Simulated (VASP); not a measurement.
# C (P4_2/mmc) in VASP: a series of runs

Runs on C. Level: PBE. Tasks: single point.

All numbers are computed with VASP 6.6.1; they aren't measurements. Logs are shortened: lines on timing, memory, paths and dates and some standing lists are left out, and cuts for length are marked.

### 1 The cell of the first run

It takes space group P4_2/mmc (No. 131, tetragonal). The conventional cell has a = 3.574 Å, b = 3.574 Å, c = 4.335 Å, α = 90.00°, β = 90.00°, γ = 90.00°. Within 2.0 Å of C (site symmetry m) lie 4 C at 1.54 to 1.57 Å.

### 2 Single point, PBE

The input, INCAR:

```
PREC = Accurate ; ENCUT = 520
EDIFF = 1E-7 ; ISMEAR = 0
SIGMA = 0.02 ; LREAL = F
LASPH = T ; NELM = 100
ALGO = Normal ; ISIF = 2
LWAVE = F ; LCHARG = F
GGA = PE ; NBANDS = 26
```

The input, KPOINTS:

```
regular mesh
0
Gamma
  8 8 6
```

The input, POSCAR:

```
C
1.0
    3.5743114202      0.0000000000      0.0000000000
    0.0000000000      3.5743114202      0.0000000000
    0.0000000000      0.0000000000      4.3351434677
C
8
Direct
    0.7848873224      0.5000000000      0.1815931631
    0.5000000000      0.7848873224      0.6815931631
    0.5000000000      0.2151126776      0.6815931631
    0.7848873224      0.5000000000      0.8184068369
    0.2151126776      0.5000000000      0.8184068369
    0.2151126776      0.5000000000      0.1815931631
    0.5000000000      0.7848873224      0.3184068369
    0.5000000000      0.2151126776      0.3184068369
```

Potentials or basis: VASP PAW PBE potentials, release 64 (C).

Run with:

```bash
> cat potpaw_PBE.64/C/POTCAR > POTCAR
> mpirun -np 1 vasp_std > vasp.out
```

OUTCAR:

```text
PREC = Accurate
   ENCUT = 520
   EDIFF = 1E-7
   ISMEAR = 0
   LREAL = F
   LASPH = T
   NELM = 100
   ISIF = 2
   GGA = PE

 ion  position               nearest neighbor table
   1  0.785  0.500  0.182-   6 1.54   7 1.56   8 1.56   4 1.57   6 2.04
   2  0.500  0.785  0.682-   3 1.54   4 1.56   5 1.56   7 1.57   3 2.04
   3  0.500  0.215  0.682-   2 1.54   4 1.56   5 1.56   8 1.57   2 2.04
   4  0.785  0.500  0.818-   5 1.54   3 1.56   2 1.56   1 1.57   5 2.04
   5  0.215  0.500  0.818-   4 1.54   3 1.56   2 1.56   6 1.57   4 2.04
   6  0.215  0.500  0.182-   1 1.54   7 1.56   8 1.56   5 1.57   1 2.04
   7  0.500  0.785  0.318-   8 1.54   6 1.56   1 1.56   2 1.57   8 2.04
   8  0.500  0.215  0.318-   7 1.54   6 1.56   1 1.56   3 1.57   7 2.04

  LATTYP: Found a simple tetragonal cell.
 ALAT       =     3.5743114202
 C/A-ratio  =     1.2128611523

  Lattice vectors:

 A1 = (   3.5743114202,   0.0000000000,   0.0000000000)
 A2 = (   0.0000000000,   3.5743114202,   0.0000000000)
 A3 = (   0.0000000000,   0.0000000000,   4.3351434677)

Analysis of symmetry for initial positions (statically):
=====================================================================
 Subroutine PRICEL returns:
 Original cell was already a primitive cell.

 Routine SETGRP: Setting up the symmetry group for a
 simple tetragonal supercell.

 Subroutine GETGRP returns: Found 16 space group operations
 (whereof  8 operations were pure point group operations)
 out of a pool of 16 trial point group operations.

The static configuration has the point symmetry D_2h.
 The point group associated with its full space group is D_4h.

Analysis of symmetry for dynamics (positions and initial velocities):
=====================================================================
 Subroutine PRICEL returns:
 Original cell was already a primitive cell.

 Routine SETGRP: Setting up the symmetry group for a
 simple tetragonal supercell.

 Subroutine GETGRP returns: Found 16 space group operations
 (whereof  8 operations were pure point group operations)
 out of a pool of 16 trial point group operations.

The dynamic configuration has the point symmetry D_2h.
 The point group associated with its full space group is D_4h.

 Subroutine INISYM returns: Found 16 space group operations
 (whereof  8 operations are pure point group operations),
 and found     1 'primitive' translations

----------------------------------------------------------------------------------------

[... 106 lines left out ...]
   EDIFFG = 0.1E-05   stopping-criterion for IOM
   NSW    =      0    number of steps for IOM
   IBRION =     -1    ionic relax: 0-MD 1-quasi-New 2-CG
   NFREE  =      0    steps in history (QN), initial steepest desc. (CG)
   ISIF   =      2    stress and relaxation
   ISYM   =      2    0-nonsym 1-usesym 2-fastsym
   POTIM  = 0.5000    time-step for ionic-motion
   TEBEG  =    0.0;   TEEND  =   0.0 temperature during run
   PSTRESS=    0.0 pullay stress
   NELECT =      32.0000    total number of electrons
   NUPDOWN=      -1.0000    fix difference up-down
   EMIN   =  10.00;   EMAX   =-10.00  energy-range for DOS
   EFERMI =   0.00;   METHOD = LEGACY
   ISMEAR =     0;   SIGMA  =   0.02  broadening in eV -4-tet -1-fermi 0-gaus
   EFERMI_NEDOS =   21; number of points for ismear=-14 and -15
   IALGO  =     38    algorithm
   IMIX   =      4    mixing-type and parameters
     AMIX     =   0.40;   BMIX     =  1.00
     AMIX_MAG =   1.60;   BMIX_MAG =  1.00
  volume/ion in A,a.u.               =       6.92        46.72
  Fermi-wavevector in a.u.,A,eV,Ry     =   1.363522  2.576683 25.295837  1.859192
  Thomas-Fermi vector in A             =   2.489917
   LORBIT       =      0    0 simple, 1 ext, 2 COOP (PROOUT), +10 PAW based schemes
   GGA     = PE    functional components
   LHFCALC =     F    Hartree Fock is set to
   AEXX    =    0.0000 exact exchange contribution
   IVDW    =     0    specifies the selected vdW correction
   LEPSILON=     F    determine dielectric tensor
   LRPA    =     F    only Hartree local field effects (RPA)
 non-spin polarized calculation
 Gauss-broadening in eV      SIGMA  =   0.02
  energy-cutoff  :      520.00
  volume of cell :       55.38
 maximum number of plane-waves:      1512
 NGX is ok and might be reduce to    28
   NGX = 13   NGY = 13   NGZ = 17

 number of electron      31.9999994 magnetization

 Free energy of the ion-electron system (eV)
  ---------------------------------------------------
  ext. energy  EPLUGINS =         0.00000000
  ---------------------------------------------------
  free energy    TOTEN  =       -67.87513556 eV

  energy without entropy =      -67.87513556  energy(sigma->0) =      -67.87513556

 E-fermi :   6.9589     XC(G=0): -11.7566

 val. band max:        6.7817232775   @ k =   0.0000   0.0000   0.0000
 cond. band min:       8.5109205350   @ k =   0.5000   0.5000   0.0000
 fundamental gap:      1.7291972575
 Fermi energy:         6.9589093692

 k-point     1 :       0.0000    0.0000    0.0000
  band No.  band energies     occupation
      1     -13.8304      2.00000
      2      -8.8244      2.00000
      3      -8.2565      2.00000
      4      -4.7493      2.00000
      5      -3.6759      2.00000
      6      -3.6759      2.00000
[... 685 lines left out ...]
     25      17.9925      0.00000
     26      18.1705      0.00000

 [... further k-points ...]
[... 5 lines left out ...]
  --------------------------------------------------------------------------------------
  -------------------------------------------------------------------------------------
  Total        0.1578932      0.1578932      0.1745116     -0.0000000      0.0000000      0.0000000
  in kB        4.5675769      4.5675769      5.0483168     -0.0000000      0.0000000      0.0000000
  external PRESSURE =       4.7278235 kB  Pullay stress =       0.0000000 kB

 VOLUME and BASIS-vectors are now :
 -----------------------------------------------------------------------------
  energy-cutoff  :      520.00
  volume of cell :       55.38
      direct lattice vectors                 reciprocal lattice vectors
     3.574311420  0.000000000  0.000000000     0.279774167  0.000000000  0.000000000
     0.000000000  3.574311420  0.000000000     0.000000000  0.279774167  0.000000000
     0.000000000  0.000000000  4.335143468     0.000000000  0.000000000  0.230672873

 POSITION                                       TOTAL-FORCE (eV/Angst)
 -----------------------------------------------------------------------------------
      2.80543      1.78716      0.78723         0.017101     -0.000000      0.006603
      1.78716      2.80543      2.95480         0.000000      0.017101      0.006603
      1.78716      0.76888      2.95480        -0.000000     -0.017101      0.006603
      2.80543      1.78716      3.54791         0.017101     -0.000000     -0.006603
      0.76888      1.78716      3.54791        -0.017101     -0.000000     -0.006603
      0.76888      1.78716      0.78723        -0.017101     -0.000000      0.006603
      1.78716      2.80543      1.38034         0.000000      0.017101     -0.006603
      1.78716      0.76888      1.38034         0.000000     -0.017101     -0.006603
 -----------------------------------------------------------------------------------
    total drift:                                0.000000     -0.000000     -0.000000

  FREE ENERGIE OF THE ION-ELECTRON SYSTEM (eV)
  ---------------------------------------------------
  free  energy   TOTEN  =       -67.8751355600 eV

  energy  without entropy=      -67.8751355600  energy(sigma->0) =      -67.87513556
```

OSZICAR:

```text
N       E                     dE             d eps       ncg     rms          rms(c)
DAV:   1     0.904192124528E+02    0.90419E+02   -0.16382E+04  3120   0.118E+03
DAV:   2    -0.638302694531E+02   -0.15425E+03   -0.14281E+03  4130   0.238E+02
DAV:   3    -0.706125461869E+02   -0.67823E+01   -0.67106E+01  4268   0.453E+01
DAV:   4    -0.707026294857E+02   -0.90083E-01   -0.89902E-01  4006   0.574E+00
DAV:   5    -0.707050087753E+02   -0.23793E-02   -0.23775E-02  4202   0.883E-01    0.106E+01
DAV:   6    -0.685396991742E+02    0.21653E+01   -0.17073E+00  3832   0.671E+00    0.621E+00
DAV:   7    -0.678582124680E+02    0.68149E+00   -0.18480E+00  3860   0.714E+00    0.158E+00
DAV:   8    -0.678741376073E+02   -0.15925E-01   -0.10841E-01  3904   0.184E+00    0.154E-01
DAV:   9    -0.678746033443E+02   -0.46574E-03   -0.58281E-03  3980   0.446E-01    0.916E-02
DAV:  10    -0.678750753859E+02   -0.47204E-03   -0.76073E-04  3880   0.158E-01    0.325E-02
DAV:  11    -0.678751309413E+02   -0.55555E-04   -0.64679E-05  3824   0.465E-02    0.104E-02
DAV:  12    -0.678751350674E+02   -0.41262E-05   -0.96825E-06  3868   0.177E-02    0.319E-03
DAV:  13    -0.678751355531E+02   -0.48565E-06   -0.91010E-07  3836   0.584E-03    0.496E-04
DAV:  14    -0.678751355600E+02   -0.69258E-08   -0.24029E-08  3064   0.993E-04
   1 F= -.67875136E+02 E0= -.67875136E+02  d E =-.240731E-38
```

Wall time 95 s (1 thread of Intel Xeon Platinum 8259CL at 2.50GHz (Skylake/Cascade Lake), shared host); peak memory 0.19 GiB.

What came out:

- Free energy: -67.8751 eV
- Pressure: 0.5 GPa
- Largest force: 0.018 eV/Å
- Band gap on the k mesh: 1.73 eV, indirect (least direct gap 2.24 eV)

Forces in eV/Å, atoms in the order of the input:
```
C    0.017  0.000  0.007
C    0.000  0.017  0.007
C    0.000 -0.017  0.007
C    0.017  0.000 -0.007
C   -0.017  0.000 -0.007
C   -0.017  0.000  0.007
C    0.000  0.017 -0.007
C    0.000 -0.017 -0.007
```

### 3 Single point, PBE

The input, INCAR:

```
SYSTEM = C
  PREC = Accurate
  ENCUT = 520
  EDIFF = 1E-6
  ISMEAR = 0
  SIGMA = 0.1
  LREAL = .False.
  LASPH = .True.
  NELM = 100
  ALGO = Normal
  ISIF = 2
  LWAVE = .False.
  LCHARG = .True.
  GGA = PE
  LELF = .True.
  LVHAR = .True.
  NBANDS = 26
```

The input, KPOINTS:

```
Automatic mesh
0
Gamma
  4 4 4
  0 0 0
```

POSCAR is that of step 2.

Potentials or basis: VASP PAW PBE potentials, release 64 (C).

Run with:

```bash
> cat potpaw_PBE.64/C/POTCAR > POTCAR
> mpirun -np 1 vasp_std > vasp.out
```

It took 15 s on 1 thread of Intel Xeon 6975P-C, shared host; peak memory 0.16 GiB.

It converged, with:

| Quantity | Value |
| --- | --- |
| Free energy | -67.8579 eV |
| Pressure | 0.5 GPa |
| Largest force | 0.048 eV/Å |
| Band gap on the k mesh | 1.73 eV, indirect (least direct gap 2.24 eV) |

Forces on the atoms (eV/Å):
```
C    0.047  0.000  0.013
C    0.000  0.047  0.013
C    0.000 -0.047  0.013
C    0.047  0.000 -0.013
C   -0.047  0.000 -0.013
C   -0.047  0.000  0.013
C    0.000  0.047 -0.013
C    0.000 -0.047 -0.013
```

Levels at points of the mesh, in eV from the valence-band top:
```
           k point  band 14  band 15  band 16  band 17  band 18  band 19
(0.00, 0.00, 0.00)    -3.48    -3.17     0.00     5.55     5.55     5.76
(0.50, 0.00, 0.00)    -2.29    -2.05    -1.48     3.36     5.76     5.90
(0.50, 0.50, 0.00)    -0.56    -0.56    -0.51     1.73     6.48     6.50
(0.00, 0.00, 0.50)    -1.89    -1.87    -1.87     5.34     5.34     6.17
(0.50, 0.00, 0.50)    -3.34    -2.31    -1.19     4.74     5.28     5.91
(0.50, 0.50, 0.50)    -2.02    -1.94    -1.94     6.00     6.00     6.42
```

Caveat: the k points lie up to 0.44 Å⁻¹ apart. PBE gaps usually lie below the measured ones, often by a third to a half.

[end of part 1 of 2]
